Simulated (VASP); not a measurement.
Runs of VASP 6.6.1 on SiO2. The structure is that of space group P6_3mc (No. 186), or close to it. The cells are those of the table. 

```tsv
task	level	cell	k mesh	cutoff (eV)	smearing	gap on the mesh (eV)	pressure (GPa)	relaxed volume (Å³/atom)	largest force (eV/Å)
single point	PBE+D3(BJ)	a = 2.612, b = 2.612, c = 8.764 Å, angles 90.0, 90.0, 120.0°, 6 atoms	6 × 6 × 2	520	gaussian 0.1 eV	(b)	(c)	-	1.52
single point	r2SCAN	a = 2.687, b = 2.687, c = 9.171 Å, angles 90.0, 90.0, 120.0°, 6 atoms	12 × 12 × 4	520	gaussian 0.02 eV	6.99	-4.0	-	0.53
relaxation of cell and atoms	PBE+D3(BJ)	relaxed from a = 2.687, b = 2.687, c = 9.137 Å, angles 90.0, 90.0, 120.0°, 6 atoms	12 × 12 × 4	600	gaussian 0.02 eV	6.09	0.1	9.46	-
relaxation of cell and atoms	PBE+D3(BJ)	relaxed from a = 2.612, b = 2.612, c = 8.764 Å, angles 90.0, 90.0, 120.0°, 6 atoms	6 × 6 × 2	600	gaussian 0.1 eV	(d)	0.4	(a)	0.04
single point	PBE+D3(BJ)	a = 2.687, b = 2.687, c = 9.171 Å, angles 90.0, 90.0, 120.0°, 6 atoms	12 × 12 × 4	520	gaussian 0.02 eV	6.14	0.5	-	0.02
```

Alike in all rows: potentials or basis VASP PAW PBE potentials, release 64 (Si, O); no spin polarisation.

Problem. Estimate the missing entries.

Solution. (a) 9.48; (b) 7.31; (c) 25.3; (d) 6.10.

Caveats: some runs use coarse meshes; forces of over 1 eV/Å act on the atoms, so gaps and moduli don't describe the material at rest (some runs); the PAW data sets were made with another functional, which shifts forces and pressure a little (some runs).

A k mesh can miss the band edges.
